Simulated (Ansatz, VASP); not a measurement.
# Ta2SiO3: VASP beside Ansatz

```xyz
6
Lattice="1.9017 -6.8084 0.0000 1.9017 6.8084 0.0000 0.0000 0.0000 3.0698" Properties=species:S:1:pos:R:3 pbc="T T T"
Ta    1.9017   -1.9865    0.0000
Ta    1.9017    1.9865    0.0000
Si    0.0000    0.0000    1.5349
O     1.9017   -4.1119    0.0000
O     1.9017    0.0000    0.0000
O     1.9017    4.1119    0.0000
```

Change from the starting cell: species swapped into the NaCu2O3 type (Cmmm, No. 65).

Alike in both runs: functional PBE; k mesh 3 × 3 × 3; occupations gaussian, width 0.15 eV; no spin polarisation.

Ansatz relaxed the structure, and its values are those at the end. VASP's run is a single point on that final structure, the one shown.

|  | VASP | Ansatz |
| --- | --- | --- |
| version | VASP 6.6.1 | Ansatz 0.2.0 |
| potentials or method | VASP PAW PBE potentials, release 64 (Ta_sv_GW, Si, O), cutoff 700 eV | scalar-relativistic, plane waves, PAW |
| valence electrons in the cell | 48 | 48 |

VASP gave:

* gap on the k mesh at the Fermi level (eV): none
* pressure (GPa): -0.1
* rms of the force components (eV/Å): 0.007

Question: Estimate Ansatz's values.

Answer: gap on the k mesh at the Fermi level (eV): none; pressure (GPa): 0.0; rms of the force components (eV/Å): 0.007.

A gap of «none» marks a metal or a gap that the smearing closes.

The k mesh is coarse, so the values compare programs but aren't converged. Neither program's run includes spin-orbit coupling.
